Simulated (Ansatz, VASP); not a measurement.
**One calculation of HfTa3N2, two programs**

```
Hf Ta N
1.0
     3.99004    0.00000    0.00000
    -1.99502    3.45547    0.00000
     0.00000    0.00000    7.02710
Hf Ta N
1 3 2
Direct
  0.00000 0.00000 0.50000
  0.66574 0.00000 0.00000
  0.00000 0.66574 0.00000
  0.33426 0.33426 0.00000
  0.33333 0.66667 0.50000
  0.66667 0.33333 0.50000
```

Alike in both runs: task single point; functional PBE; k mesh 6 × 6 × 4; occupations gaussian, width 0.1 eV; no spin polarisation.

|  | VASP | Ansatz |
| --- | --- | --- |
| version | VASP 6.6.1 | Ansatz 0.2.0 |
| potentials or method | VASP PAW PBE potentials, release 64 (Hf_pv, Ta_pv, N), cutoff 520 eV | scalar-relativistic, plane waves, PAW |
| valence electrons in the cell | 53 | 75 |

|  | VASP | Ansatz | Ansatz less VASP |
| --- | --- | --- | --- |
| gap on the k mesh at the Fermi level (eV) | none | none | - |
| rms of the force components (eV/Å) | 0.372 | 0.373 | +0.0008 |

Atom by atom the forces differ by 0.001 eV/Å (rms over components). A gap of «none» marks a metal or a gap that the smearing closes. VASP's potentials hold 53 valence electrons a cell and Ansatz's 75, so a difference there can come from the potentials and not from the codes.

Neither program's run includes spin-orbit coupling.
